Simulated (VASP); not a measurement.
# Al2O3 (R-3c) in VASP: single point with PBEsol

Aim: the single point of Al2O3 with PBEsol.

All numbers are computed with VASP 6.6.1; they aren't measurements. Logs are shortened: lines on timing, memory, paths and dates and some standing lists are left out, and cuts for length are marked.

### 1 The cell of the first run

It takes space group R-3c (No. 167, trigonal). Conventional cell: a = 4.774 Å, b = 4.774 Å, c = 13.015 Å, α = 90.00°, β = 90.00°, γ = 120.00°. Al (site symmetry 3) has 6 O at 1.86 to 1.97 Å within 2.5 Å. O (site symmetry 2) has 4 Al at 1.86 to 1.97 Å and 12 O at 2.53 to 2.88 Å within 2.9 Å.

### 2 Single point, PBEsol

Input file INCAR:

```
PREC     = Accurate       # precision mode
ENCUT    = 520            # plane-wave cutoff, eV
EDIFF    = 1E-6           # SCF threshold, eV
ISMEAR   = 0              # smearing method
SIGMA    = 0.01           # smearing width, eV
LREAL    = Auto         
LASPH    = True           # aspherical terms in the spheres
NELM     = 100            # most SCF steps
ALGO     = Normal         # electronic algorithm
ISIF     = 2              # what is computed and relaxed
LWAVE    = False          # write WAVECAR
LCHARG   = True           # write CHGCAR
GGA      = PS             # functional
LELF     = True           # ELF
LVHAR    = True         
NBANDS   = 122            # bands
```

Input file KPOINTS:

```
Automatic mesh
0
Gamma
  2 2 2
  0.5 0.5 0.5
```

Input file POSCAR:

```
Al2O3
1.0
   -4.7738611789     -2.7561900367      4.3382851438
    4.7738611789     -2.7561900367      4.3382851438
    0.0000000000      5.5123800734      4.3382851438
Al O
16 24
Direct
    0.1479209717      0.1479209717      0.1479209717
    0.6479209717      0.6479209717      0.1479209717
    0.6479209717      0.1479209717      0.6479209717
    0.1479209717      0.6479209717      0.6479209717
    0.3520790283      0.3520790283      0.3520790283
    0.8520790283      0.8520790283      0.3520790283
    0.8520790283      0.3520790283      0.8520790283
    0.3520790283      0.8520790283      0.8520790283
    0.6479209717      0.6479209717      0.6479209717
    0.1479209717      0.1479209717      0.6479209717
    0.1479209717      0.6479209717      0.1479209717
    0.6479209717      0.1479209717      0.1479209717
    0.8520790283      0.8520790283      0.8520790283
    0.3520790283      0.3520790283      0.8520790283
    0.3520790283      0.8520790283      0.3520790283
    0.8520790283      0.3520790283      0.3520790283
    0.4029299272      0.5970700728      0.7500000000
    0.9029299272      0.0970700728      0.7500000000
    0.9029299272      0.5970700728      0.2500000000
    0.4029299272      0.0970700728      0.2500000000
    0.4029299272      0.2500000000      0.5970700728
    0.9029299272      0.7500000000      0.5970700728
    0.9029299272      0.2500000000      0.0970700728
    0.4029299272      0.7500000000      0.0970700728
    0.5970700728      0.7500000000      0.4029299272
    0.0970700728      0.2500000000      0.4029299272
    0.0970700728      0.7500000000      0.9029299272
    0.5970700728      0.2500000000      0.9029299272
    0.7500000000      0.4029299272      0.5970700728
    0.2500000000      0.9029299272      0.5970700728
    0.2500000000      0.4029299272      0.0970700728
    0.7500000000      0.9029299272      0.0970700728
    0.2500000000      0.5970700728      0.4029299272
    0.7500000000      0.0970700728      0.4029299272
    0.7500000000      0.5970700728      0.9029299272
    0.2500000000      0.0970700728      0.9029299272
    0.5970700728      0.4029299272      0.2500000000
    0.0970700728      0.9029299272      0.2500000000
    0.0970700728      0.4029299272      0.7500000000
    0.5970700728      0.9029299272      0.7500000000
```

Potentials or basis: VASP PAW PBE potentials, release 64 (Al, O).

Command:

```bash
> cat potpaw_PBE.64/Al/POTCAR potpaw_PBE.64/O/POTCAR > POTCAR
> mpirun -np 1 vasp_std > vasp.out
```

OUTCAR:

```text
PREC = Accurate
   ENCUT = 520
   EDIFF = 1E-6
   ISMEAR = 0
   LREAL = Auto
   LASPH = True
   NELM = 100
   ISIF = 2
   GGA = PS

 ion  position               nearest neighbor table
   1  0.148  0.148  0.148-  36 1.86  38 1.86  23 1.86  26 1.97  31 1.97  20 1.97   5 2.66  14 2.80
                            15 2.80  16 2.80   6 3.23   8 3.23   7 3.23
   2  0.648  0.648  0.148-  35 1.86  37 1.86  24 1.86  25 1.97  32 1.97  19 1.97   6 2.66  13 2.80
                            15 2.80  16 2.80   5 3.23   8 3.23   7 3.23
   3  0.648  0.148  0.648-  34 1.86  40 1.86  21 1.86  28 1.97  29 1.97  18 1.97   7 2.66  16 2.80
                            14 2.80  13 2.80   8 3.23   6 3.23   5 3.23
   4  0.148  0.648  0.648-  33 1.86  39 1.86  22 1.86  27 1.97  30 1.97  17 1.97   8 2.66  15 2.80
                            14 2.80  13 2.80   7 3.23   6 3.23   5 3.23
   5  0.352  0.352  0.352-  21 1.86  37 1.86  33 1.86  26 1.97  31 1.97  20 1.97   1 2.66  10 2.80
                            11 2.80  12 2.80   2 3.23   4 3.23   3 3.23
   6  0.852  0.852  0.352-  22 1.86  38 1.86  34 1.86  25 1.97  32 1.97  19 1.97   2 2.66   9 2.80
                            11 2.80  12 2.80   1 3.23   4 3.23   3 3.23
   7  0.852  0.352  0.852-  23 1.86  39 1.86  35 1.86  28 1.97  29 1.97  18 1.97   3 2.66  12 2.80
                            10 2.80   9 2.80   4 3.23   2 3.23   1 3.23
   8  0.352  0.852  0.852-  24 1.86  40 1.86  36 1.86  27 1.97  30 1.97  17 1.97   4 2.66  11 2.80
                            10 2.80   9 2.80   3 3.23   2 3.23   1 3.23
   9  0.648  0.648  0.648-  25 1.86  17 1.86  29 1.86  22 1.97  35 1.97  40 1.97  13 2.66   6 2.80
[... 46 lines left out ...]
 A1 = (  -4.7738611789,  -2.7561900367,   4.3382851438)
 A2 = (   4.7738611789,  -2.7561900367,   4.3382851438)
 A3 = (   0.0000000000,   5.5123800734,   4.3382851438)

Analysis of symmetry for initial positions (statically):
=====================================================================
 Subroutine PRICEL returns following result:

  LATTYP: Found a trigonal (rhomboedric) cell.
 ALAT       =     5.1397764064
 COS(alpha) =     0.5686586204

  Lattice vectors:

 A1 = (   0.0000000000,  -2.7561900367,   4.3382851438)
 A2 = (   2.3869305894,   1.3780950183,   4.3382851438)
 A3 = (  -2.3869305894,   1.3780950183,   4.3382851438)

   4 primitive cells build up your supercell.

 Routine SETGRP: Setting up the symmetry group for a
 trigonal (rhombohedral) supercell.

 Subroutine GETGRP returns: Found 12 space group operations
 (whereof  6 operations were pure point group operations)
 out of a pool of 12 trial point group operations.

The static configuration has the point symmetry S_6 .
 The point group associated with its full space group is D_3d.

Analysis of symmetry for dynamics (positions and initial velocities):
=====================================================================
 Subroutine PRICEL returns following result:

  LATTYP: Found a trigonal (rhomboedric) cell.
 ALAT       =     5.1397764064
 COS(alpha) =     0.5686586204

  Lattice vectors:

 A1 = (   0.0000000000,  -2.7561900367,   4.3382851438)
 A2 = (   2.3869305894,   1.3780950183,   4.3382851438)
 A3 = (  -2.3869305894,   1.3780950183,   4.3382851438)

   4 primitive cells build up your supercell.

 Routine SETGRP: Setting up the symmetry group for a
 trigonal (rhombohedral) supercell.

 Subroutine GETGRP returns: Found 12 space group operations
 (whereof  6 operations were pure point group operations)
 out of a pool of 12 trial point group operations.

The dynamic configuration has the point symmetry S_6 .
 The point group associated with its full space group is D_3d.

 Subroutine INISYM returns: Found 12 space group operations
 (whereof  6 operations are pure point group operations),
 and found     4 'primitive' translations

----------------------------------------------------------------------------------------

                                     Primitive cell

  volume of cell :      85.6226

  direct lattice vectors                    reciprocal lattice vectors
     0.000000000 -2.756190037  4.338285144     0.000000000 -0.241879790  0.076835275
     2.386930589  1.378095018  4.338285144     0.209474043  0.120939895  0.076835275
    -2.386930589  1.378095018  4.338285144    -0.209474043  0.120939895  0.076835275

  length of vectors
     5.139776406  5.139776406  5.139776406     0.253790252  0.253790252  0.253790252

  position of ions in fractional coordinates (direct lattice)
[... 31 lines left out ...]

 Generating k-lattice:

  Cartesian coordinates                     Fractional coordinates (reciprocal lattice)
    -0.052368511 -0.030234974  0.038417638     0.500000000 -0.000000000  0.000000000
     0.052368511 -0.030234974  0.038417638    -0.000000000  0.500000000  0.000000000
     0.000000000  0.060469947  0.038417638     0.000000000  0.000000000  0.500000000

  Length of vectors
     0.071641674  0.071641674  0.071641674

  Shift w.r.t. Gamma in fractional coordinates (k-lattice)
     0.500000000  0.500000000  0.500000000

 Subroutine IBZKPT returns following result:
 ===========================================

 Found      2 irreducible k-points:

 Following reciprocal coordinates:
            Coordinates               Weight
  0.250000  0.250000  0.250000      2.000000
 -0.250000  0.250000  0.250000      6.000000
   k-points           NKPTS =      2   k-points in BZ     NKDIM =      2   number of bands    NBANDS=    122
   number of dos      NEDOS =    301   number of ions     NIONS =     40
   total plane-waves  NPLWV = 157464
   dimension x,y,z NGX =    54 NGY =   54 NGZ =   54
   dimension x,y,z NGXF=   108 NGYF=  108 NGZF=  108
   ions per type =              16  24
   NGX,Y,Z   is equivalent  to a cutoff of  12.80, 12.80, 12.80 a.u.
   NGXF,Y,Z  is equivalent  to a cutoff of  25.60, 25.60, 25.60 a.u.
 SYSTEM =  unknown system
   PREC   = accura    normal or accurate (medium, high low for compatibility)
   ISTART =      0    job   : 0-new  1-cont  2-samecut
   ICHARG =      2    charge: 1-file 2-atom 10-const
   ISPIN  =      1    spin polarized calculation?
   LNONCOLLINEAR =      F non collinear calculations
   LSORBIT =      F    spin-orbit coupling
   LASPH  =      T    aspherical Exc in radial PAW
   ENCUT  =  520.0 eV  38.22 Ry    6.18 a.u.  13.04 13.04 13.04*2*pi/ulx,y,z
   NELM   =    100;   NELMIN=  2; NELMDL= -5     # of ELM steps
   EDIFF  = 0.1E-05   stopping-criterion for ELM
   LREAL  =      T    real-space projection
   EDIFFG = 0.1E-04   stopping-criterion for IOM
   NSW    =      0    number of steps for IOM
   IBRION =     -1    ionic relax: 0-MD 1-quasi-New 2-CG
   NFREE  =      0    steps in history (QN), initial steepest desc. (CG)
   ISIF   =      2    stress and relaxation
   ISYM   =      2    0-nonsym 1-usesym 2-fastsym
   POTIM  = 0.5000    time-step for ionic-motion
   TEBEG  =    0.0;   TEEND  =   0.0 temperature during run
   PSTRESS=    0.0 pullay stress
   NELECT =     192.0000    total number of electrons
   NUPDOWN=      -1.0000    fix difference up-down
   EMIN   =  10.00;   EMAX   =-10.00  energy-range for DOS
   EFERMI =   0.00;   METHOD = LEGACY
   ISMEAR =     0;   SIGMA  =   0.01  broadening in eV -4-tet -1-fermi 0-gaus
   EFERMI_NEDOS =   21; number of points for ismear=-14 and -15
   IALGO  =     38    algorithm
   IMIX   =      4    mixing-type and parameters
     AMIX     =   0.40;   BMIX     =  1.00
     AMIX_MAG =   1.60;   BMIX_MAG =  1.00
  volume/ion in A,a.u.               =       8.56        57.78
  Fermi-wavevector in a.u.,A,eV,Ry     =   1.349872  2.550888 24.791903  1.822153
  Thomas-Fermi vector in A             =   2.477423
   LORBIT       =      0    0 simple, 1 ext, 2 COOP (PROOUT), +10 PAW based schemes
   GGA     = PS    functional components
   LHFCALC =     F    Hartree Fock is set to
   AEXX    =    0.0000 exact exchange contribution
   IVDW    =     0    specifies the selected vdW correction
   LEPSILON=     F    determine dielectric tensor
   LRPA    =     F    only Hartree local field effects (RPA)
 non-spin polarized calculation
 Gauss-broadening in eV      SIGMA  =   0.01
  energy-cutoff  :      520.00
  volume of cell :      342.49
 maximum number of plane-waves:      9235
 NGX is ok and might be reduce to    54
   NGX = 27   NGY = 27   NGZ = 27

 number of electron     191.9999913 magnetization

 Free energy of the ion-electron system (eV)
  ---------------------------------------------------
  ext. energy  EPLUGINS =         0.00000000
  ---------------------------------------------------
  free energy    TOTEN  =      -314.66950003 eV

  energy without entropy =     -314.66950003  energy(sigma->0) =     -314.66950003

 E-fermi :   5.9108     XC(G=0): -11.9060

 val. band max:        5.8419065206   @ k =   0.2500   0.2500   0.2500
 cond. band min:      12.9740390596   @ k =   0.2500   0.2500   0.2500
 fundamental gap:      7.1321325390
 Fermi energy:         5.9107513177

 k-point     1 :       0.2500    0.2500    0.2500
  band No.  band energies     occupation
      1     -12.9296      2.00000
      2     -12.1451      2.00000
      3     -12.1451      2.00000
      4     -12.1451      2.00000
      5     -11.5985      2.00000
      6     -11.5985      2.00000
[... 100 lines left out ...]
    107      15.5140      0.00000
    108      16.1212      0.00000

 k-point     2 :      -0.2500    0.2500    0.2500
  band No.  band energies     occupation
      1     -12.8819      2.00000
      2     -12.2479      2.00000
      3     -12.1762      2.00000
      4     -12.1762      2.00000
      5     -11.6898      2.00000
      6     -11.5470      2.00000
[... 100 lines left out ...]
    107      15.8609      0.00000
    108      16.1973      0.00000
 [bands above 108 left out]

------------------------ aborting loop because EDIFF is reached ----------------------------------------

  FORCE on cell =-STRESS in cart. coord.  units (eV):
  Direction    XX          YY          ZZ          XY          YZ          ZX
  --------------------------------------------------------------------------------------
  -------------------------------------------------------------------------------------
  Total        0.3251664      0.3251664      0.0296037     -0.0000000     -0.0000000     -0.0000000
  in kB        1.5211359      1.5211359      0.1384869     -0.0000000     -0.0000000     -0.0000000
  external PRESSURE =       1.0602529 kB  Pullay stress =       0.0000000 kB

 VOLUME and BASIS-vectors are now :
 -----------------------------------------------------------------------------
  energy-cutoff  :      520.00
  volume of cell :      342.49
      direct lattice vectors                 reciprocal lattice vectors
    -4.773861179 -2.756190037  4.338285144    -0.104737021 -0.060469947  0.076835275
     4.773861179 -2.756190037  4.338285144     0.104737021 -0.060469947  0.076835275
     0.000000000  5.512380073  4.338285144     0.000000000  0.120939895  0.076835275

 POSITION                                       TOTAL-FORCE (eV/Angst)
 -----------------------------------------------------------------------------------
      0.00000      0.00000      1.92517        -0.000000      0.000000      0.005710
      0.00000     -2.75619      6.26346        -0.000000      0.000000      0.005710
     -2.38693      1.37810      6.26346        -0.000000     -0.000000      0.005710
      2.38693      1.37810      6.26346        -0.000000      0.000000      0.005710
      0.00000      0.00000      4.58226        -0.000000      0.000000     -0.005710
      0.00000     -2.75619      8.92054        -0.000000      0.000000     -0.005710
[... 32 lines left out ...]
      1.46013      2.75619      5.42286        -0.003404      0.000000     -0.000000
      1.46013      0.00000      9.76114        -0.003404      0.000000     -0.000000
 -----------------------------------------------------------------------------------
    total drift:                                0.000000      0.000000      0.000000

  FREE ENERGIE OF THE ION-ELECTRON SYSTEM (eV)
  ---------------------------------------------------
  free  energy   TOTEN  =      -314.6695000253 eV

  energy  without entropy=     -314.6695000253  energy(sigma->0) =     -314.66950003
```

Wall time 3.8 min (1 thread of Intel Xeon 8259CL, shared host); peak memory 0.39 GiB.

What came out:

```yaml
Free_energy: -314.6695 eV
Pressure: 0.1 GPa
Largest_force: 0.006 eV/Å
Band_gap_on_the_k_mesh: 7.13 eV
```

Forces on the atoms (eV/Å):
```
Al   0.000  0.000  0.006
Al   0.000  0.000  0.006
Al   0.000  0.000  0.006
Al   0.000  0.000  0.006
Al   0.000  0.000 -0.006
Al   0.000  0.000 -0.006
Al   0.000  0.000 -0.006
Al   0.000  0.000 -0.006
Al   0.000  0.000  0.006
Al   0.000  0.000  0.006
Al   0.000  0.000  0.006
Al   0.000  0.000  0.006
Al   0.000  0.000 -0.006
Al   0.000  0.000 -0.006
Al   0.000  0.000 -0.006
Al   0.000  0.000 -0.006
O    0.003  0.000  0.000
O    0.003  0.000  0.000
O    0.003  0.000  0.000
O    0.003  0.000  0.000
O    0.002  0.003  0.000
O    0.002  0.003  0.000
O    0.002  0.003  0.000
O    0.002  0.003  0.000
O   -0.002 -0.003  0.000
O   -0.002 -0.003  0.000
O   -0.002 -0.003  0.000
O   -0.002 -0.003  0.000
O   -0.002  0.003  0.000
O   -0.002  0.003  0.000
O   -0.002  0.003  0.000
O   -0.002  0.003  0.000
O    0.002 -0.003  0.000
O    0.002 -0.003  0.000
O    0.002 -0.003  0.000
O    0.002 -0.003  0.000
O   -0.003  0.000  0.000
O   -0.003  0.000  0.000
O   -0.003  0.000  0.000
O   -0.003  0.000  0.000
```

Stress tensor (GPa, compression positive):
```
0.15 0.00 0.00
0.00 0.15 0.00
0.00 0.00 0.01
```

Levels at points of the mesh, in eV from the valence-band top:
| k point | band 92 | band 93 | band 94 | band 95 | band 96 | band 97 | band 98 | band 99 | band 100 | band 101 |
| --- | --- | --- | --- | --- | --- | --- | --- | --- | --- | --- |
| (0.25, 0.25, 0.25) | -0.28 | -0.28 | -0.28 | 0.00 | 0.00 | 7.13 | 9.08 | 9.19 | 9.19 | 9.19 |

Caveat: the PAW data sets were made with another functional, which shifts forces and pressure a little; a shifted mesh leaves out Γ, where band edges can lie. A k mesh can miss the band edges.
